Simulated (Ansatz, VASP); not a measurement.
# Ga in VASP and in Ansatz

```
CELL_PARAMETERS angstrom
-0.34209 -2.73313 -0.23780
-5.46964 -0.67026 0.49584
0.50580 -0.47519 -5.30577
ATOMIC_POSITIONS crystal
Ga 0.87280 0.93354 0.99971
Ga 0.13020 0.06610 0.50035
Ga 0.86692 0.43431 0.99991
Ga 0.13008 0.56606 0.50002
```

Change from the starting cell: cell x4, atoms moved at random (sigma 0.05 Å) and cell strained at random (1.5 %), then relaxed without symmetry.

Alike in both runs: functional PBE; k mesh 8 × 4 × 4; occupations gaussian, width 0.2 eV; no spin polarisation.

Ansatz relaxed the structure, and its values are those at the end. VASP's run is a single point on that final structure, the one shown.

|  | VASP | Ansatz |
| --- | --- | --- |
| version | VASP 6.6.1 | Ansatz 0.2.0 |
| potentials or method | VASP PAW PBE potentials, release 64 (Ga_d), cutoff 520 eV | scalar-relativistic, plane waves, PAW |
| valence electrons in the cell | 52 | 52 |

Ansatz gave:

| Quantity | Value |
| --- | --- |
| gap on the k mesh at the Fermi level (eV) | none |
| pressure (GPa) | 0.1 |

Problem. What did VASP give for the same quantities?

Solution. gap on the k mesh at the Fermi level (eV): none; pressure (GPa): 0.2.

A gap of «none» marks a metal or a gap that the smearing closes.
